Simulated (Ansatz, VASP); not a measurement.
**One calculation of CuO, two programs**

File INCAR:

```
SYSTEM = CuO
  ALGO = Normal
  EDIFF = 1E-7
  ENCUT = 520
  GGA = PE
  ISIF = 2
  ISMEAR = -1
  LASPH = .TRUE.
  LCHARG = .FALSE.
  LREAL = .FALSE.
  LWAVE = .FALSE.
  NBANDS = 16
  NELM = 80
  PREC = Accurate
  SIGMA = 0.05
```

KPOINTS

```
k-points
0
G
  11 11 11
  0 0 0
```

Contents of POSCAR:

```
CuO
1.0
    0.0000000000      2.0879543312      2.0879543312
    2.0879543312      0.0000000000      2.0879543312
    2.0879543312      2.0879543312      0.0000000000
Cu O
1 1
Direct
    0.0294977200      0.0281008700      0.9080259900
    0.4705022800      0.4718991300      0.5919740100
```

File input.yaml:

```yaml
crystal:
  lattice:
    - [0.0, 2.0879543312, 2.0879543312]
    - [2.0879543312, 0.0, 2.0879543312]
    - [2.0879543312, 2.0879543312, 0.0]
  atoms:
    - { symbol: Cu, position: [0.02949772, 0.02810087, 0.90802599] }
    - { symbol: O, position: [0.47050228, 0.47189913, 0.59197401] }
kpoints:
  mp_grid: { grid: [11, 11, 11] }
scf:
  occupations: { method: fermi_dirac, width: 0.05 }
hamiltonian:
  xc: pbe
  pseudopotentials: { kind: all_electron, lapw: { basis_error: 0.0005 } }
output:
  forces: true
  stress: true
  eigenvalues: true
```

Change from the starting cell: volume scaled by 0.96.

Alike in both runs: task single point; functional PBE; k mesh 11 × 11 × 11; occupations fermi-dirac, width 0.05 eV; no spin polarisation.

|  | VASP | Ansatz |
| --- | --- | --- |
| version | VASP 6.6.1 | Ansatz 0.2.0 |
| potentials or method | VASP PAW PBE potentials, release 64 (Cu, O), cutoff 520 eV | all-electron LAPW, scalar-relativistic |

Ansatz gave:

* gap on the k mesh at the Fermi level (eV): none
* pressure (GPa): 28.8
* traceless stress, the component that is largest in VASP (GPa): -5.83
* rms of the force components (eV/Å): 0.719

Question: Which values does VASP return?

Answer: gap on the k mesh at the Fermi level (eV): none; pressure (GPa): 29.8; traceless stress, the component that is largest in VASP (GPa): -6.20; rms of the force components (eV/Å): 0.778.

Atom by atom the forces differ by 0.060 eV/Å (rms over components). A gap of «none» marks a metal or a gap that the smearing closes. Both programs put the cell under a high pressure, so it lies far from rest at this level. Ansatz ran all-electron here, and VASP with PAW potentials.
